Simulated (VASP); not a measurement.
Write the native input for VASP 6.6.1 that does the following.

```
Task                   : single point
Functional             : LDA
Potentials or basis    : VASP PAW LDA potentials, release 64 (Si, N)
Cutoff                 : 520 eV
k mesh                 : 4 × 4 × 8
Occupations            : gaussian, width 0.01 eV
Spin                   : no spin polarisation
Dipole correction      : no
Further INCAR settings : ALGO = Normal; EDIFF = 1e-06; NBANDS = 45
```

The structure of Si3N4 lies in POSCAR:

```
Si3N4
1.0
    7.6113939090      0.0000000000      0.0000000000
   -3.8056969545      6.5916604834      0.0000000000
    0.0000000000      0.0000000000      2.8914169645
Si N
6 8
Direct
    0.7680811260      0.1746085929      0.2500000000
    0.5934725331      0.7680811260      0.7500000000
    0.8253914071      0.5934725331      0.2500000000
    0.2319188740      0.8253914071      0.7500000000
    0.4065274669      0.2319188740      0.2500000000
    0.1746085929      0.4065274669      0.7500000000
    0.0298459472      0.3302906841      0.2500000000
    0.6995552631      0.0298459472      0.7500000000
    0.6697093159      0.6995552631      0.2500000000
    0.9701540528      0.6697093159      0.7500000000
    0.3004447369      0.9701540528      0.2500000000
    0.3302906841      0.3004447369      0.7500000000
    0.6666666667      0.3333333333      0.2500000000
    0.3333333333      0.6666666667      0.7500000000
```

One way to write it, as run:

INCAR

```
SYSTEM = Si3N4
PREC = Accurate ; ENCUT = 520
EDIFF = 1E-6 ; ISMEAR = 0
SIGMA = 0.01 ; LREAL = .FALSE.
LASPH = .TRUE. ; NELM = 60
ALGO = Normal ; ISIF = 2
LWAVE = .FALSE. ; LCHARG = .FALSE.
GGA = CA ; NBANDS = 45
```

KPOINTS

```
regular mesh
0
G
  4 4 8
  0 0 0
```

Potentials or basis: VASP PAW LDA potentials, release 64 (Si, N).

Command:

```console
$ cat potpaw_LDA.64/Si/POTCAR potpaw_LDA.64/N/POTCAR > POTCAR
$ mpirun -np 1 vasp_std > vasp.out
```

Results of the run:

```
Pressure               : -2.0 GPa
Largest force          : 0.007 eV/Å
Band gap on the k mesh : 4.26 eV (least direct gap 4.43 eV)
```

It took 110 s on 1 thread of Intel(R) Xeon(R) 6975P-C (Granite Rapids), with other jobs on the host, peak memory 0.26 GiB.
